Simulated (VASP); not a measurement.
Ti2SnTe3:

```xyz
6
Lattice="4.1545 0.0000 0.0000 0.0000 4.1545 0.0000 0.0000 0.0000 9.1653" Properties=species:S:1:pos:R:3 pbc="T T T"
Ti    2.0773    0.0000    6.7749
Ti    0.0000    2.0773    2.3904
Sn    2.0773    2.0773    0.0000
Te    2.0773    0.0000    3.5174
Te    0.0000    2.0773    5.6479
Te    0.0000    0.0000    0.0000
```

The cell was built from a structure type or drawn by symmetry, and may not be a known phase.

```yaml
Program: VASP 6.6.1
Task: relaxation of cell and atoms
Functional: PBE
Potentials_or_basis: VASP PAW PBE potentials, release 64 (Ti_sv, Sn_d, Te)
Cutoff: 600 eV
k_mesh: 4 × 4 × 2
Occupations: gaussian, width 0.1 eV
Spin: no spin polarisation
```

At the start: pressure -5.3 GPa; volume 26.37 Å³/atom.

Question: Where does the relaxation end?

Answer: Over 9 steps the energy falls by 115.8 meV/atom and the volume is 23.78 Å³/atom (-9.8 %); space group P-4m2 (No. 115, to 0.1 Å) before and after.

The path:
```
step  energy change (eV)  largest force (eV/Å)  pressure (GPa)  volume (Å³)
   1              0.0000                0.4517           -5.27       158.19
   2             -0.5020                0.2942            2.14       139.01
   3             -0.5019                0.2949            2.01       139.23
   4             -0.6721                0.1811            1.45       139.95
   5             -0.6807                0.1612            1.42       140.08
   6             -0.6889                0.0623           -0.88       144.52
   7             -0.6936                0.0978           -0.05       142.81
   8             -0.6944                0.0622           -0.03       142.76
   9             -0.6949                0.0063            0.01       142.66
```

Final structure:
```
Ti Sn Te
1.0
     4.19676    0.00000    0.00000
     0.00000    4.19676    0.00000
     0.00000    0.00000    8.09976
Ti Sn Te
2 1 3
Direct
  0.50000 0.00000 0.73950
  0.00000 0.50000 0.26050
  0.50000 0.50000 0.00000
  0.50000 0.00000 0.37613
  0.00000 0.50000 0.62387
  0.00000 0.00000 0.00000
```

Caveat: the k points lie up to 0.39 Å⁻¹ apart in the final cell, too coarse for converged energies and pressures of a metal.
